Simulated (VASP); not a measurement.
Input of a VASP 6.6.1 run:

The input INCAR:

```
ALGO = Normal ; EDIFF = 1E-7
ENCUT = 520 ; ISIF = 2
ISMEAR = -1 ; ISPIN = 2
LASPH = T ; LCHARG = F
LMAXMIX = 4 ; LORBIT = 11
LREAL = F ; LWAVE = F
MAGMOM = 0 0 ; NBANDS = 18
NELM = 150 ; NUPDOWN = 0.0
PREC = Accurate ; SIGMA = 0.3
```

KPOINTS

```
Automatic mesh
0
Gamma
  5 5 5
  0.5 0.5 0.5
```

POSCAR

```
AlNi
1.0
    2.8810000000      0.0000000000      0.0000000000
    0.0000000000      2.8810000000      0.0000000000
    0.0000000000      0.0000000000      2.8810000000
Al Ni
1 1
Direct
    0.0000000000      0.0000000000      0.0000000000
    0.5000000000      0.5000000000      0.5000000000
```

Potentials or basis: VASP PAW LDA potentials, release 64 (Al, Ni).

Run with:

```sh
$ cat potpaw_LDA.64/Al/POTCAR potpaw_LDA.64/Ni/POTCAR > POTCAR
$ mpirun -np 1 vasp_std > vasp.out
```

(1) What does it give for the pressure?

Answers

(1) -7.4 GPa.

Caveat: the k points lie up to 0.44 Å⁻¹ apart; the total moment is fixed, so each spin has its own Fermi level.
